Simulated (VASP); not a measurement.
A run of VASP 6.6.1 is set up as follows.

The input INCAR:

```
ALGO = Normal ; EDIFF = 1E-7
ENCUT = 520 ; GGA = PE
ISIF = 2 ; ISMEAR = 0
LASPH = T ; LCHARG = F
LREAL = F ; LWAVE = F
NBANDS = 25 ; NELM = 80
PREC = Accurate ; SIGMA = 0.05
```

File KPOINTS:

```
k-points
0
Gamma
  10 10 10
```

File POSCAR:

```
CO2
1.0
   -1.9824135382      1.9824135382      2.9913663684
    1.9824135382     -1.9824135382      2.9913663684
    1.9824135382      1.9824135382     -2.9913663684
C O
2 4
Direct
    0.0000000000      0.0000000000      0.0000000000
    0.7500000000      0.2500000000      0.5000000000
    0.3750000000      0.2893122308      0.4143122308
    0.7106877692      0.1250000000      0.0856877692
    0.8750000000      0.9606877692      0.5856877692
    0.0393122308      0.6250000000      0.9143122308
```

Potentials or basis: VASP PAW PBE potentials, release 64 (C, O).

The run is started by

```console
$ cat potpaw_PBE.64/C/POTCAR potpaw_PBE.64/O/POTCAR > POTCAR
$ mpirun -np 1 vasp_std > vasp.out
```

(1) What does it give for the band gap on the k mesh?

(2) What does it give for the largest force?

(3) Predict the pressure.

Results:

(1) 7.64 eV, indirect (least direct gap 8.09 eV).

(2) 0.077 eV/Å.

(3) 1.4 GPa.
